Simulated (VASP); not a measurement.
# BaTiO3 (P4mm) in VASP: notebook, part 2 of 3

VASP 6.6.1. The steps go on from the part before.

### 3 Single point, PBEsol+D4

INCAR

```
PREC = Accurate ; ENCUT = 520
EDIFF = 1E-6 ; ISMEAR = -1
SIGMA = 0.05 ; LREAL = F
LASPH = T ; NELM = 100
ALGO = Normal ; ISIF = 2
LWAVE = F ; LCHARG = F
GGA = PS ; IVDW = 13
NBANDS = 28
```

KPOINTS

```
Automatic mesh
0
Gamma
  7 7 7
```

POSCAR

```
BaTiO3
1.0
    3.9459698458      0.0000000000      0.0000000000
    0.0000000000      3.9459698458      0.0000000000
    0.0000000000      0.0000000000      4.0110394921
Ba Ti O
1 1 3
Direct
    0.0000000000      0.0000000000     -0.0001944094
    0.5000000000      0.5000000000      0.4859821556
    0.0000000000      0.5000000000      0.5162574323
    0.5000000000      0.0000000000      0.5162574323
    0.5000000000      0.5000000000      0.0246973891
```

Potentials or basis: VASP PAW PBE potentials, release 64 (Ba_sv, Ti_sv, O).

Started as:

```bash
> cat potpaw_PBE.64/Ba_sv/POTCAR potpaw_PBE.64/Ti_sv/POTCAR potpaw_PBE.64/O/POTCAR > POTCAR
> mpirun -np 1 vasp_std > vasp.out
```

OUTCAR:

```text
PREC = Accurate
   ENCUT = 520
   EDIFF = 1E-6
   ISMEAR = -1
   LREAL = F
   LASPH = T
   NELM = 100
   ISIF = 2
   GGA = PS
   IVDW = 13

 ion  position               nearest neighbor table
   1  0.000  0.000  1.000-   3 2.77   4 2.77   3 2.77   4 2.77   5 2.79   5 2.79   5 2.79   5 2.79
                             4 2.86   3 2.86   4 2.86   3 2.86   2 3.40   2 3.40   2 3.40   2 3.40
   2  0.500  0.500  0.486-   5 1.85   4 1.98   3 1.98   4 1.98   3 1.98   5 2.16   1 3.40   1 3.40
                             1 3.40   1 3.40   1 3.47   1 3.47   1 3.47   1 3.47
   3  0.000  0.500  0.516-   2 1.98   2 1.98   1 2.77   1 2.77   1 2.86   1 2.86
   4  0.500  0.000  0.516-   2 1.98   2 1.98   1 2.77   1 2.77   1 2.86   1 2.86
   5  0.500  0.500  0.025-   2 1.85   2 2.16   1 2.79   1 2.79   1 2.79   1 2.79

  LATTYP: Found a simple tetragonal cell.
 ALAT       =     3.9459698458
 C/A-ratio  =     1.0164901530

  Lattice vectors:

 A1 = (   3.9459698458,   0.0000000000,   0.0000000000)
 A2 = (   0.0000000000,   3.9459698458,   0.0000000000)
 A3 = (   0.0000000000,   0.0000000000,   4.0110394921)

Analysis of symmetry for initial positions (statically):
=====================================================================
 Subroutine PRICEL returns:
[... 183 lines left out ...]

 k-point     1 :       0.0000    0.0000    0.0000
  band No.  band energies     occupation
      1     -52.2279      2.00000
      2     -28.6262      2.00000
      3     -28.5704      2.00000
      4     -28.5704      2.00000
      5     -20.8264      2.00000
      6     -12.9751      2.00000
[... 733 lines left out ...]
     27      12.4407      0.00000
     28      12.8999      0.00000

 [... further k-points ...]

------------------------ aborting loop because EDIFF is reached ----------------------------------------

  DFT-D4 for vdW energy calculation

  Edisp (eV):   -0.64098

  FORCE on cell =-STRESS in cart. coord.  units (eV):
  Direction    XX          YY          ZZ          XY          YZ          ZX
  --------------------------------------------------------------------------------------
  -------------------------------------------------------------------------------------
  Total       0.79651     0.79651     0.81585     0.00000     0.00000     0.00000
  in kB      20.43334    20.43334    20.92946     0.00000     0.00000     0.00000
  external pressure =       20.60 kB  Pullay stress =        0.00 kB

 VOLUME and BASIS-vectors are now :
 -----------------------------------------------------------------------------
  energy-cutoff  :      520.00
  volume of cell :       62.45
      direct lattice vectors                 reciprocal lattice vectors
     3.945969846  0.000000000  0.000000000     0.253423123  0.000000000  0.000000000
     0.000000000  3.945969846  0.000000000     0.000000000  0.253423123  0.000000000
     0.000000000  0.000000000  4.011039492     0.000000000  0.000000000  0.249311931

 POSITION                                       TOTAL-FORCE (eV/Angst)
 -----------------------------------------------------------------------------------
      0.00000      0.00000      4.01026        -0.000000      0.000000      0.031158
      1.97298      1.97298      1.94929         0.000000      0.000000      0.044009
      0.00000      1.97298      2.07073         0.000000     -0.000000     -0.014922
      1.97298      0.00000      2.07073         0.000000      0.000000     -0.014922
      1.97298      1.97298      0.09906         0.000000     -0.000000     -0.045322
 -----------------------------------------------------------------------------------
    total drift:                                0.000000      0.000000     -0.000023

  FREE ENERGIE OF THE ION-ELECTRON SYSTEM (eV)
  ---------------------------------------------------
  free  energy   TOTEN  =       -42.6236702228 eV

  energy  without entropy=      -42.6236702223  energy(sigma->0) =      -42.62367022
```

stdout:

```text
POSCAR found type information on POSCAR BaTiO
 POSCAR found :  3 types and       5 ions
 scaLAPACK will be used
 -----------------------------------------------------------------------------
|                                                                             |
|                                                                             |
|     You enforced a specific xc type in the INCAR file but a different       |
|     I HOPE YOU KNOW WHAT YOU ARE DOING!                                     |
|                                                                             |
 -----------------------------------------------------------------------------

 LDA part: xc-table for (Slater+PW92), standard interpolation
 POSCAR, INCAR and KPOINTS ok, starting setup
 FFT: planning ... GRIDC
 FFT: planning ... GRID_SOFT
 FFT: planning ... GRID
 WAVECAR not read
 entering main loop
```

Wall time 1.8 min (1 thread of Intel Xeon Platinum 8259CL at 2.50GHz (Skylake/Cascade Lake), shared host); peak memory 0.21 GiB.

Results:

```
Free energy                : -42.6237 eV
Pressure                   : 2.1 GPa
Largest force              : 0.045 eV/Å
Band gap on the k mesh     : 1.91 eV, indirect (least direct gap 2.14 eV)
Dispersion energy per atom : -0.128 eV
```

Forces in eV/Å, atoms in the order of the input:
```
Ba   0.000  0.000  0.031
Ti   0.000  0.000  0.044
O    0.000  0.000 -0.015
O    0.000  0.000 -0.015
O    0.000  0.000 -0.045
```

Caveat: the PAW data sets were made with another functional, which shifts forces and pressure a little; spin-orbit coupling is left out, which moves the levels of the heavy elements. A k mesh can miss the band edges.

### 4 Single point, PBEsol

This run uses another cell than the first one, of 12.65 Å³/atom, 1.015 times its volume.

INCAR

```
PREC = Accurate
ENCUT = 520
EDIFF = 1E-6
ISMEAR = -1
SIGMA = 0.05
LREAL = F
LASPH = T
NELM = 100
ALGO = Normal
ISIF = 2
LWAVE = F
LCHARG = F
GGA = PS
NBANDS = 28
```

KPOINTS is that of step 3.

POSCAR

```
BaTiO3
1.0
    3.9555936878      0.0000000000      0.0000000000
    0.0000000000      3.9555936878      0.0000000000
    0.0000000000      0.0000000000      4.0433881348
Ba Ti O
1 1 3
Direct
    0.0000000000      0.0000000000     -0.0018746643
    0.5000000000      0.5000000000      0.4829250614
    0.0000000000      0.5000000000      0.5170861114
    0.5000000000      0.0000000000      0.5170861114
    0.5000000000      0.5000000000      0.0277773801
```

Potentials or basis: VASP PAW PBE potentials, release 64 (Ba_sv, Ti_sv, O).

Started as:

```bash
> cat potpaw_PBE.64/Ba_sv/POTCAR potpaw_PBE.64/Ti_sv/POTCAR potpaw_PBE.64/O/POTCAR > POTCAR
> mpirun -np 1 vasp_std > vasp.out
```

OUTCAR:

```text
PREC = Accurate
   ENCUT = 520
   EDIFF = 1E-6
   ISMEAR = -1
   LREAL = F
   LASPH = T
   NELM = 100
   ISIF = 2
   GGA = PS

 ion  position               nearest neighbor table
   1  0.000  0.000  0.998-   3 2.77   4 2.77   3 2.77   4 2.77   5 2.80   5 2.80   5 2.80   5 2.80
                             4 2.88   3 2.88   4 2.88   3 2.88   2 3.42   2 3.42   2 3.42   2 3.42
   2  0.500  0.500  0.483-   5 1.84   4 1.98   3 1.98   4 1.98   3 1.98   5 2.20   1 3.42   1 3.42
                             1 3.42   1 3.42   1 3.49   1 3.49   1 3.49   1 3.49
   3  0.000  0.500  0.517-   2 1.98   2 1.98   1 2.77   1 2.77   1 2.88   1 2.88
   4  0.500  0.000  0.517-   2 1.98   2 1.98   1 2.77   1 2.77   1 2.88   1 2.88
   5  0.500  0.500  0.028-   2 1.84   2 2.20   1 2.80   1 2.80   1 2.80   1 2.80

  LATTYP: Found a simple tetragonal cell.
 ALAT       =     3.9555936878
 C/A-ratio  =     1.0221950114

  Lattice vectors:

 A1 = (   3.9555936878,   0.0000000000,   0.0000000000)
 A2 = (   0.0000000000,   3.9555936878,   0.0000000000)
 A3 = (   0.0000000000,   0.0000000000,   4.0433881348)

Analysis of symmetry for initial positions (statically):
=====================================================================
[... 175 lines left out ...]

  energy without entropy =      -41.99662881  energy(sigma->0) =      -41.99662881

 E-fermi :   4.7919     XC(G=0): -11.5775

 val. band max:        3.7807175951   @ k =   0.4286   0.4286   0.4286
 cond. band min:       5.6763956032   @ k =   0.0000   0.0000   0.0000
 fundamental gap:      1.8956780081
 Fermi energy:         4.7919067293

 k-point     1 :       0.0000    0.0000    0.0000
  band No.  band energies     occupation
      1     -52.3440      2.00000
      2     -28.7514      2.00000
      3     -28.6792      2.00000
      4     -28.6792      2.00000
      5     -20.9619      2.00000
      6     -13.0478      2.00000
[... 733 lines left out ...]
     27      12.2368      0.00000
     28      12.7205      0.00000

 [... further k-points ...]
[... 5 lines left out ...]
  --------------------------------------------------------------------------------------
  -------------------------------------------------------------------------------------
  Total        0.7641498      0.7641498      0.7938138      0.0000000      0.0000000      0.0000000
  in kB       19.3517521     19.3517521     20.1029792      0.0000000      0.0000000      0.0000000
  external PRESSURE =      19.6021612 kB  Pullay stress =       0.0000000 kB

 VOLUME and BASIS-vectors are now :
 -----------------------------------------------------------------------------
  energy-cutoff  :      520.00
  volume of cell :       63.27
      direct lattice vectors                 reciprocal lattice vectors
     3.955593688  0.000000000  0.000000000     0.252806552  0.000000000  0.000000000
     0.000000000  3.955593688  0.000000000     0.000000000  0.252806552  0.000000000
     0.000000000  0.000000000  4.043388135     0.000000000  0.000000000  0.247317340

 POSITION                                       TOTAL-FORCE (eV/Angst)
 -----------------------------------------------------------------------------------
      0.00000      0.00000      4.03581         0.000000     -0.000000      0.034463
      1.97780      1.97780      1.95265         0.000000      0.000000      0.053215
      0.00000      1.97780      2.09078        -0.000000     -0.000000     -0.016695
      1.97780      0.00000      2.09078         0.000000     -0.000000     -0.016695
      1.97780      1.97780      0.11231         0.000000     -0.000000     -0.054287
 -----------------------------------------------------------------------------------
    total drift:                                0.000000      0.000000      0.000085

  FREE ENERGIE OF THE ION-ELECTRON SYSTEM (eV)
  ---------------------------------------------------
  free  energy   TOTEN  =       -41.9966288059 eV

  energy  without entropy=      -41.9966288053  energy(sigma->0) =      -41.99662881
```

stdout:

```text
POSCAR found type information on POSCAR BaTiO
 POSCAR found :  3 types and       5 ions
 scaLAPACK will be used
 -----------------------------------------------------------------------------
|                                                                             |
|                                                                             |
|     You enforced a specific xc type in the INCAR file but a different       |
|     I HOPE YOU KNOW WHAT YOU ARE DOING!                                     |
|                                                                             |
 -----------------------------------------------------------------------------

 LDA part: xc-table for (Slater+PW92), standard interpolation
 POSCAR, INCAR and KPOINTS ok, starting setup
 FFT: planning ... GRIDC
 FFT: planning ... GRID_SOFT
 FFT: planning ... GRID
 WAVECAR not read
 entering main loop
```

Wall time 1.7 min (1 thread of Intel Xeon Platinum 8259CL at 2.50GHz (Skylake/Cascade Lake), shared host); peak memory 0.21 GiB.

Results:

* Free energy: -41.9966 eV
* Pressure: 2.0 GPa
* Largest force: 0.054 eV/Å
* Band gap on the k mesh: 1.90 eV, indirect (least direct gap 2.19 eV)

Forces on the atoms (eV/Å):
```
Ba   0.000  0.000  0.034
Ti   0.000  0.000  0.053
O    0.000  0.000 -0.017
O    0.000  0.000 -0.017
O    0.000  0.000 -0.054
```

Caveat: the PAW data sets were made with another functional, which shifts forces and pressure a little; spin-orbit coupling is left out, which moves the levels of the heavy elements. A k mesh can miss the band edges.

(Part 2 of 3 ends here.)
